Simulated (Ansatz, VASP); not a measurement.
# Two plane-wave programs on PbF2

```
Pb F
1.0
     0.00000    2.95795    2.95795
     2.95795    0.00000    2.95795
     2.95795    2.95795    0.00000
Pb F
1 2
Direct
  0.00000 0.00000 0.00000
  0.75000 0.75000 0.75000
  0.25000 0.25000 0.25000
```

Alike in both runs: task single point; functional PBE; k mesh 4 × 4 × 4; no spin polarisation.

```csv
,VASP,Ansatz
version,VASP 6.6.1,Ansatz 0.2.0
potentials or method,"VASP PAW PBE potentials, release 64 (Pb_d, F), cutoff 600 eV","scalar-relativistic, plane waves, PAW"
occupations,"methfessel-paxton of order 1, width 0.1 eV",methfessel-paxton of order 1
valence electrons in the cell,28,28
```

|  | VASP | Ansatz | Ansatz less VASP |
| --- | --- | --- | --- |
| gap on the k mesh at the Fermi level (eV) | 4.42 | 4.42 | +0.003 |
| least direct gap on the mesh (eV) | 4.56 | 4.56 | +0.002 |
| pressure (GPa) | 2.9 | 3.2 | +0.27 |

The k mesh is coarse, so the values compare programs but aren't converged. Spin-orbit coupling is off throughout.
